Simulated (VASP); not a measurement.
# AlO2 (Pnma) in VASP: notebook

The runs below take AlO2 through single point, with PBE.

All numbers are computed with VASP 6.6.1; they aren't measurements. Logs are shortened: lines on timing, memory, paths and dates and some standing lists are left out, and cuts for length are marked.

**1. The cell of the first run**

Symmetry: Pnma, No. 62, orthorhombic system. The conventional cell has a = 9.440 Å, b = 2.840 Å, c = 4.420 Å, α = 90.00°, β = 90.00°, γ = 90.00°. Within 2.4 Å of Al (site symmetry m) lie 6 O at 1.84 to 2.02 Å. Within 2.4 Å of O (site symmetry m) lie 3 Al at 1.84 to 1.86 Å. O (site symmetry m) has 3 Al at 1.98 to 2.02 Å and 3 O at 2.49 to 2.53 Å within 2.6 Å.

**2. Single point, PBE**

Contents of INCAR:

```
PREC = Accurate
ENCUT = 520
EDIFF = 1E-7
ISMEAR = 0
SIGMA = 0.1
LREAL = F
LASPH = T
NELM = 100
ALGO = Normal
ISIF = 2
LWAVE = F
LCHARG = F
GGA = PE
NBANDS = 42
```

Contents of KPOINTS:

```
Automatic mesh
0
Gamma
  2 6 4
```

Contents of POSCAR:

```
AlO2
1.0
    9.4399995800      0.0000000000      0.0000000000
    0.0000000000      2.8399999100      0.0000000000
    0.0000000000      0.0000000000      4.4200000800
Al O
4 8
Direct
    0.1460000000      0.2500000000      0.9520000200
    0.8540000000      0.7500000000      0.0479999800
    0.3540000000      0.7500000000      0.4520000200
    0.6460000000      0.2500000000      0.5479999800
    0.8010000000      0.2500000000      0.2870000000
    0.1990000000      0.7500000000      0.7130000000
    0.6990000000      0.7500000000      0.7870000000
    0.3010000000      0.2500000000      0.2130000000
    0.9440000100      0.2500000000      0.8019999900
    0.0559999900      0.7500000000      0.1980000100
    0.5559999900      0.7500000000      0.3019999900
    0.4440000100      0.2500000000      0.6980000100
```

Potentials or basis: VASP PAW PBE potentials, release 64 (Al, O).

Started as:

```console
> cat potpaw_PBE.64/Al/POTCAR potpaw_PBE.64/O/POTCAR > POTCAR
> mpirun -np 1 vasp_std > vasp.out
```

OUTCAR:

```text
PREC = Accurate
   ENCUT = 520
   EDIFF = 1E-7
   ISMEAR = 0
   LREAL = F
   LASPH = T
   NELM = 100
   ISIF = 2
   GGA = PE

 ion  position               nearest neighbor table
   1  0.146  0.250  0.952-   6 1.84   6 1.84   8 1.86  10 1.98  10 1.98   9 2.02   2 3.13   2 3.13
                             3 3.28   3 3.28   3 3.28   3 3.28
   2  0.854  0.750  0.048-   5 1.84   5 1.84   7 1.86   9 1.98   9 1.98  10 2.02   1 3.13   1 3.13
                             4 3.28   4 3.28   4 3.28   4 3.28
   3  0.354  0.750  0.452-   8 1.84   8 1.84   6 1.86  12 1.98  12 1.98  11 2.02   4 3.13   4 3.13
                             1 3.28   1 3.28   1 3.28   1 3.28
   4  0.646  0.250  0.548-   7 1.84   7 1.84   5 1.86  11 1.98  11 1.98  12 2.02   3 3.13   3 3.13
                             2 3.28   2 3.28   2 3.28   2 3.28
   5  0.801  0.250  0.287-   2 1.84   2 1.84   4 1.86
   6  0.199  0.750  0.713-   1 1.84   1 1.84   3 1.86
   7  0.699  0.750  0.787-   4 1.84   4 1.84   2 1.86
   8  0.301  0.250  0.213-   3 1.84   3 1.84   1 1.86
   9  0.944  0.250  0.802-   2 1.98   2 1.98   1 2.02
  10  0.056  0.750  0.198-   1 1.98   1 1.98   2 2.02
  11  0.556  0.750  0.302-   4 1.98   4 1.98   3 2.02
  12  0.444  0.250  0.698-   3 1.98   3 1.98   4 2.02

  LATTYP: Found a simple orthorhombic cell.
 ALAT       =     2.8399999100
 B/A-ratio  =     1.5563381057
 C/A-ratio  =     3.3239436194

  Lattice vectors:

 A1 = (   0.0000000000,   2.8399999100,   0.0000000000)
 A2 = (   0.0000000000,   0.0000000000,   4.4200000800)
 A3 = (   9.4399995800,   0.0000000000,   0.0000000000)

Analysis of symmetry for initial positions (statically):
=====================================================================
 Subroutine PRICEL returns:
 Original cell was already a primitive cell.

 Routine SETGRP: Setting up the symmetry group for a
 simple orthorhombic supercell.

 Subroutine GETGRP returns: Found  8 space group operations
 (whereof  2 operations were pure point group operations)
 out of a pool of  8 trial point group operations.

The static configuration has the point symmetry S_2 .
 The point group associated with its full space group is D_2h.

Analysis of symmetry for dynamics (positions and initial velocities):
=====================================================================
 Subroutine PRICEL returns:
 Original cell was already a primitive cell.

 Routine SETGRP: Setting up the symmetry group for a
 simple orthorhombic supercell.

 Subroutine GETGRP returns: Found  8 space group operations
 (whereof  2 operations were pure point group operations)
 out of a pool of  8 trial point group operations.

The dynamic configuration has the point symmetry S_2 .
 The point group associated with its full space group is D_2h.

 Subroutine INISYM returns: Found  8 space group operations
 (whereof  2 operations are pure point group operations),
 and found     1 'primitive' translations

----------------------------------------------------------------------------------------

                                     Primitive cell

  volume of cell :     118.4984

  direct lattice vectors                    reciprocal lattice vectors
     9.439999580  0.000000000  0.000000000     0.105932208  0.000000000  0.000000000
     0.000000000  2.839999910  0.000000000     0.000000000  0.352112687  0.000000000
     0.000000000  0.000000000  4.420000080     0.000000000  0.000000000  0.226244340

  length of vectors
     9.439999580  2.839999910  4.420000080     0.105932208  0.352112687  0.226244340

  position of ions in fractional coordinates (direct lattice)
     0.146000000  0.250000000  0.952000020
     0.854000000  0.750000000  0.047999980
     0.354000000  0.750000000  0.452000020
     0.646000000  0.250000000  0.547999980
     0.801000000  0.250000000  0.287000000
     0.199000000  0.750000000  0.713000000
     0.699000000  0.750000000  0.787000000
     0.301000000  0.250000000  0.213000000
     0.944000010  0.250000000  0.801999990
     0.055999990  0.750000000  0.198000010
     0.555999990  0.750000000  0.301999990
     0.444000010  0.250000000  0.698000010

  ion indices of the primitive-cell ions
   primitive index   ion index
                 1           1
                 2           2
                 3           3
                 4           4
                 5           5
                 6           6
                 7           7
                 8           8
                 9           9
                10          10
                11          11
                12          12

----------------------------------------------------------------------------------------

 KPOINTS: Automatic mesh

Automatic generation of k-mesh.
 Grid dimensions read from file:
 generate k-points for:    2    6    4

 Generating k-lattice:

  Cartesian coordinates                     Fractional coordinates (reciprocal lattice)
     0.052966104  0.000000000  0.000000000     0.500000000  0.000000000  0.000000000
     0.000000000  0.058685448  0.000000000     0.000000000  0.166666667  0.000000000
     0.000000000  0.000000000  0.056561085     0.000000000  0.000000000  0.250000000

  Length of vectors
     0.052966104  0.058685448  0.056561085

  Shift w.r.t. Gamma in fractional coordinates (k-lattice)
     0.000000000  0.000000000  0.000000000

 Subroutine IBZKPT returns following result:
 ===========================================

 Found     24 irreducible k-points:

 Following reciprocal coordinates:
            Coordinates               Weight
  0.000000  0.000000  0.000000      1.000000
  0.500000  0.000000  0.000000      1.000000
  0.000000  0.166667  0.000000      2.000000
  0.500000  0.166667  0.000000      2.000000
  0.000000  0.333333  0.000000      2.000000
  0.500000  0.333333  0.000000      2.000000
[... 16 lines left out ...]
  0.000000  0.500000  0.500000      1.000000
  0.500000  0.500000  0.500000      1.000000
   k-points           NKPTS =     24   k-points in BZ     NKDIM =     24   number of bands    NBANDS=     42
   number of dos      NEDOS =    301   number of ions     NIONS =     12
   total plane-waves  NPLWV =  60480
   dimension x,y,z NGX =    70 NGY =   24 NGZ =   36
   dimension x,y,z NGXF=   140 NGYF=   48 NGZF=   72
   ions per type =               4   8
   NGX,Y,Z   is equivalent  to a cutoff of  12.33, 14.05, 13.54 a.u.
   NGXF,Y,Z  is equivalent  to a cutoff of  24.66, 28.10, 27.08 a.u.
 SYSTEM =  unknown system
   PREC   = accura    normal or accurate (medium, high low for compatibility)
   ISTART =      0    job   : 0-new  1-cont  2-samecut
   ICHARG =      2    charge: 1-file 2-atom 10-const
   ISPIN  =      1    spin polarized calculation?
   LNONCOLLINEAR =      F non collinear calculations
   LSORBIT =      F    spin-orbit coupling
   LASPH  =      T    aspherical Exc in radial PAW
   ENCUT  =  520.0 eV  38.22 Ry    6.18 a.u.  17.55  5.28  8.22*2*pi/ulx,y,z
   NELM   =    100;   NELMIN=  2; NELMDL= -5     # of ELM steps
   EDIFF  = 0.1E-06   stopping-criterion for ELM
   LREAL  =      F    real-space projection
   EDIFFG = 0.1E-05   stopping-criterion for IOM
   NSW    =      0    number of steps for IOM
   IBRION =     -1    ionic relax: 0-MD 1-quasi-New 2-CG
   NFREE  =      0    steps in history (QN), initial steepest desc. (CG)
   ISIF   =      2    stress and relaxation
   ISYM   =      2    0-nonsym 1-usesym 2-fastsym
   POTIM  = 0.5000    time-step for ionic-motion
   TEBEG  =    0.0;   TEEND  =   0.0 temperature during run
   PSTRESS=    0.0 pullay stress
   NELECT =      60.0000    total number of electrons
   NUPDOWN=      -1.0000    fix difference up-down
   EMIN   =  10.00;   EMAX   =-10.00  energy-range for DOS
   EFERMI =   0.00;   METHOD = LEGACY
   ISMEAR =     0;   SIGMA  =   0.10  broadening in eV -4-tet -1-fermi 0-gaus
   EFERMI_NEDOS =   21; number of points for ismear=-14 and -15
   IALGO  =     38    algorithm
   IMIX   =      4    mixing-type and parameters
     AMIX     =   0.40;   BMIX     =  1.00
     AMIX_MAG =   1.60;   BMIX_MAG =  1.00
  volume/ion in A,a.u.               =       9.87        66.64
  Fermi-wavevector in a.u.,A,eV,Ry     =   1.304831  2.465774 23.165074  1.702585
  Thomas-Fermi vector in A             =   2.435741
   LORBIT       =      0    0 simple, 1 ext, 2 COOP (PROOUT), +10 PAW based schemes
   GGA     = PE    functional components
   LHFCALC =     F    Hartree Fock is set to
   AEXX    =    0.0000 exact exchange contribution
   IVDW    =     0    specifies the selected vdW correction
   LEPSILON=     F    determine dielectric tensor
   LRPA    =     F    only Hartree local field effects (RPA)
 non-spin polarized calculation
 Gauss-broadening in eV      SIGMA  =   0.10
  energy-cutoff  :      520.00
  volume of cell :      118.50
 maximum number of plane-waves:      3216
   NGX = 35   NGY = 11   NGZ = 17

 number of electron      60.0000010 magnetization

 Free energy of the ion-electron system (eV)
  ---------------------------------------------------
  ext. energy  EPLUGINS =         0.00000000
  ---------------------------------------------------
  free energy    TOTEN  =       -79.37076312 eV

  energy without entropy =      -79.32653665  energy(sigma->0) =      -79.34864989

 E-fermi :   3.2402     XC(G=0): -10.7440

 val. band max:        3.2114999871   @ k =   0.5000   0.0000   0.0000
 cond. band min:       3.2690228759   @ k =   0.0000   0.5000   0.5000
 fundamental gap:      0.0575228888
 Fermi energy:         3.2401847508

 k-point     1 :       0.0000    0.0000    0.0000
  band No.  band energies     occupation
      1     -15.4017      2.00000
      2     -14.7131      2.00000
      3     -14.5414      2.00000
      4     -13.3368      2.00000
      5     -13.3040      2.00000
      6     -13.1711      2.00000
[... 34 lines left out ...]
     41      16.6373      0.00000
     42      17.3016      0.00000
[... 994 lines left out ...]
      2     -13.4934      2.00000
      3     -13.4934      2.00000
      4     -13.4934      2.00000
      5     -12.9982      2.00000
      6     -12.9982      2.00000
[... 34 lines left out ...]
     41      17.3092      0.00000
     42      17.3092      0.00000

------------------------ aborting loop because EDIFF is reached ----------------------------------------

  FORCE on cell =-STRESS in cart. coord.  units (eV):
  Direction    XX          YY          ZZ          XY          YZ          ZX
  --------------------------------------------------------------------------------------
  -------------------------------------------------------------------------------------
  Total       -1.1458160      2.9130951     -5.5968274      0.0000000     -0.0000000      0.0000000
  in kB      -15.4921922     39.3869779    -75.6728201      0.0000000     -0.0000000      0.0000000
  external PRESSURE =     -17.2593448 kB  Pullay stress =       0.0000000 kB

 VOLUME and BASIS-vectors are now :
 -----------------------------------------------------------------------------
  energy-cutoff  :      520.00
  volume of cell :      118.50
      direct lattice vectors                 reciprocal lattice vectors
     9.439999580  0.000000000  0.000000000     0.105932208  0.000000000  0.000000000
     0.000000000  2.839999910  0.000000000     0.000000000  0.352112687  0.000000000
     0.000000000  0.000000000  4.420000080     0.000000000  0.000000000  0.226244340

 POSITION                                       TOTAL-FORCE (eV/Angst)
 -----------------------------------------------------------------------------------
      1.37824      0.71000      4.20784        -0.695802      0.000000      0.382125
      8.06176      2.13000      0.21216         0.695802     -0.000000     -0.382125
      3.34176      2.13000      1.99784         0.695802     -0.000000      0.382125
      6.09824      0.71000      2.42216        -0.695802     -0.000000     -0.382125
      7.56144      0.71000      1.26854        -0.406619     -0.000000      0.528620
      1.87856      2.13000      3.15146         0.406619      0.000000     -0.528620
      6.59856      2.13000      3.47854         0.406619      0.000000      0.528620
      2.84144      0.71000      0.94146        -0.406619     -0.000000     -0.528620
      8.91136      0.71000      3.54484         0.397675     -0.000000      1.158609
      0.52864      2.13000      0.87516        -0.397675      0.000000     -1.158609
      5.24864      2.13000      1.33484        -0.397675     -0.000000      1.158609
      4.19136      0.71000      3.08516         0.397675     -0.000000     -1.158609
 -----------------------------------------------------------------------------------
    total drift:                                0.000000     -0.000000     -0.000000

  FREE ENERGIE OF THE ION-ELECTRON SYSTEM (eV)
  ---------------------------------------------------
  free  energy   TOTEN  =       -79.3707631218 eV

  energy  without entropy=      -79.3265366531  energy(sigma->0) =      -79.34864989
```

Run time: 3.6 min. Hardware: 1 thread of Intel Xeon 8259CL, shared host; peak memory 0.27 GiB.

Results:

```yaml
Free_energy: -79.3708 eV
Pressure: -1.7 GPa
Largest_force: 1.225 eV/Å
Band_gap_on_the_k_mesh: zero (band 30 reaches 3.63 eV, above the bottom of band 31 at 3.09 eV)
```

Forces on the atoms (eV/Å):
```
Al  -0.696  0.000  0.382
Al   0.696  0.000 -0.382
Al   0.696  0.000  0.382
Al  -0.696  0.000 -0.382
O   -0.407  0.000  0.529
O    0.407  0.000 -0.529
O    0.407  0.000  0.529
O   -0.407  0.000 -0.529
O    0.398  0.000  1.159
O   -0.398  0.000 -1.159
O   -0.398  0.000  1.159
O    0.398  0.000 -1.159
```

Caveat: the k points lie up to 0.37 Å⁻¹ apart; forces of over 1 eV/Å act on the atoms, so gaps and moduli don't describe the material at rest.

**3. Single point, PBE, collinear spin, ferromagnetic start**

Contents of INCAR:

```
PREC     = Accurate       # precision mode
ENCUT    = 520            # plane-wave cutoff, eV
EDIFF    = 1E-6           # SCF threshold, eV
ISMEAR   = 0              # smearing method
SIGMA    = 0.1            # smearing width, eV
LREAL    = False          # projectors in reciprocal space
LASPH    = True           # aspherical terms in the spheres
NELM     = 150            # most SCF steps
ALGO     = Normal         # electronic algorithm
ISIF     = 2              # what is computed and relaxed
LWAVE    = False          # write WAVECAR
LCHARG   = False          # write CHGCAR
ISPIN    = 2              # spin polarisation
MAGMOM   = 0 0 0 0 1 1 1 1 1 1 1 1 # initial moments
LORBIT   = 11             # projections on sites
GGA      = PE             # functional
NBANDS   = 46             # bands
```

Contents of KPOINTS:

```
regular mesh
0
Gamma
  2 6 4
```

POSCAR is that of step 2.

Potentials or basis: VASP PAW PBE potentials, release 64 (Al, O).

Started as:

```console
> cat potpaw_PBE.64/Al/POTCAR potpaw_PBE.64/O/POTCAR > POTCAR
> mpirun -np 1 vasp_std > vasp.out
```

It took 7.6 min on 1 thread of Intel Xeon 8259CL, shared host; peak memory 0.38 GiB.

It converged, with:

- Free energy: -79.7759 eV
- Pressure: -0.2 GPa
- Largest force: 1.191 eV/Å
- Band gap on the k mesh: zero (filled and empty bands overlap)
- Net moment: 4.00 μB per cell
- Site moments: Al -0.01; O +0.26, +0.60 μB
- Valence electrons inside the program's atomic spheres: Al 0.71; O 5.11, 4.93

Forces in eV/Å, atoms in the order of the input:
```
Al  -0.499  0.000  0.177
Al   0.499  0.000 -0.177
Al   0.499  0.000  0.177
Al  -0.499  0.000 -0.177
O   -0.488  0.000  0.299
O    0.488  0.000 -0.299
O    0.488  0.000  0.299
O   -0.488  0.000 -0.299
O    0.567  0.000  1.047
O   -0.567  0.000 -1.047
O   -0.567  0.000  1.047
O    0.567  0.000 -1.047
```

Stress tensor (GPa, compression positive):
```
-1.47  0.00  0.00
 0.00  4.52  0.00
 0.00  0.00 -3.57
```

Levels at points of the mesh, in eV from the Fermi level:
Spin up:
```tsv
k point	band 29	band 30	band 31	band 32	band 33	band 34	band 35	band 36
(0.00, 0.00, 0.00)	-0.77	-0.38	-0.38	-0.22	6.57	8.72	9.36	9.36
(0.50, 0.00, 0.00)	-0.78	-0.78	-0.41	-0.41	7.40	7.40	9.81	9.81
(0.00, 0.50, 0.00)	-1.19	-1.19	-0.72	-0.72	10.19	10.19	11.01	11.01
(0.50, 0.50, 0.00)	-0.95	-0.95	-0.95	-0.95	10.74	10.74	10.74	10.74
(0.00, 0.00, 0.50)	-0.83	-0.83	-0.76	-0.76	8.62	8.62	9.86	9.86
(0.50, 0.00, 0.50)	-0.86	-0.86	-0.70	-0.70	8.97	8.97	9.42	9.42
(0.00, 0.50, 0.50)	-1.02	-1.02	-0.82	-0.82	10.18	10.18	10.49	10.49
(0.50, 0.50, 0.50)	-0.90	-0.90	-0.90	-0.90	10.53	10.53	10.53	10.53
```
Spin down:
```csv
k point,band 25,band 26,band 27,band 28,band 29,band 30,band 31,band 32
"(0.00, 0.00, 0.00)",-0.77,-0.45,-0.11,0.13,0.13,0.67,1.04,1.09
"(0.50, 0.00, 0.00)",-0.68,-0.68,0.14,0.14,0.28,0.28,1.01,1.01
"(0.00, 0.50, 0.00)",-0.92,-0.92,-0.69,-0.69,0.16,0.16,0.52,0.52
"(0.50, 0.50, 0.00)",-0.87,-0.87,-0.87,-0.87,0.35,0.35,0.35,0.35
"(0.00, 0.00, 0.50)",-0.83,-0.83,0.00,0.00,0.07,0.07,0.71,0.71
"(0.50, 0.00, 0.50)",-0.86,-0.86,-0.23,-0.23,0.06,0.06,0.76,0.76
"(0.00, 0.50, 0.50)",-0.92,-0.92,-0.21,-0.21,0.06,0.06,0.57,0.57
"(0.50, 0.50, 0.50)",-0.59,-0.59,-0.59,-0.59,0.42,0.42,0.42,0.42
```

Caveat: the k points lie up to 0.37 Å⁻¹ apart; forces of over 1 eV/Å act on the atoms, so gaps and moduli don't describe the material at rest.
